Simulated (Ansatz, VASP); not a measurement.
## AlFe: VASP beside Ansatz

The input INCAR:

```
PREC = Accurate ; ENCUT = 520
EDIFF = 1E-7 ; ISMEAR = -1
SIGMA = 0.1 ; LREAL = False
LASPH = True ; NELM = 150
ALGO = Normal ; ISIF = 2
LWAVE = False ; LCHARG = False
ISPIN = 2 ; MAGMOM = 0 0 3 3
LORBIT = 11 ; LMAXMIX = 4
GGA = PE ; NBANDS = 23
```

Contents of KPOINTS:

```
Automatic mesh
0
Gamma
  10 10 10
```

File POSCAR:

```
AlFe
1.0
    2.9100000000      2.9100000000      0.0000000000
    2.9100000000      0.0000000000      2.9100000000
    2.9100000000      0.0000000000     -2.9100000000
Al Fe
2 2
Direct
    0.0000000000      0.0000000000      0.0000000000
    0.0000000000      0.5000000000      0.5000000000
    0.5000000000      0.2500000000      0.7500000000
    0.5000000000      0.7500000000      0.2500000000
```

Input for Ansatz:

```yaml
crystal:
  lattice:
    - [2.91, 2.91, 0.0]
    - [2.91, 0.0, 2.91]
    - [2.91, 0.0, -2.91]
  atoms:
    - { symbol: Al, position: [0.0, 0.0, 0.0] }
    - { symbol: Al, position: [0.0, 0.5, 0.5] }
    - { symbol: Fe, position: [0.5, 0.25, 0.75], spin: 3.0 }
    - { symbol: Fe, position: [0.5, 0.75, 0.25], spin: 3.0 }
magnetization:
  spin_polarized: true
kpoints:
  mp_grid: { grid: [10, 10, 10] }
scf:
  occupations: { method: fermi_dirac, width: 0.1 }
  lower_state_search: "off"
hamiltonian:
  xc: pbe
  pseudopotentials: { kind: paw }
output:
  forces: true
  stress: true
  eigenvalues: true
  populations: true
  write_density: true
  write_potential: true
  elf: true
  volumetric_format: npy
```

Alike in both runs: task single point; functional PBE; k mesh 10 × 10 × 10; occupations fermi-dirac, width 0.1 eV; collinear spin.

|  | VASP | Ansatz |
| --- | --- | --- |
| version | VASP 6.6.1 | Ansatz 0.2.0 |
| potentials or method | VASP PAW PBE potentials, release 64 (Al, Fe) | PAW with Ansatz's default frozen-core files, scalar-relativistic |
| plane-wave cutoff (eV) | 520 | 420 |
| valence electrons in the cell | 22 | 38 |

|  | VASP | Ansatz | Ansatz less VASP |
| --- | --- | --- | --- |
| pressure (GPa) | -5.7 | -5.7 | +0.03 |
| net moment per atom (μB) | 0.36 | 0.36 | +0.002 |
| size of the moment on the site where the two differ most (μB) | 0.03 | 0.03 | +0.006 |

Site moments also hang on the region over which each program counts them. VASP's potentials hold 22 valence electrons a cell and Ansatz's 38, so a difference there can come from the potentials and not from the codes.
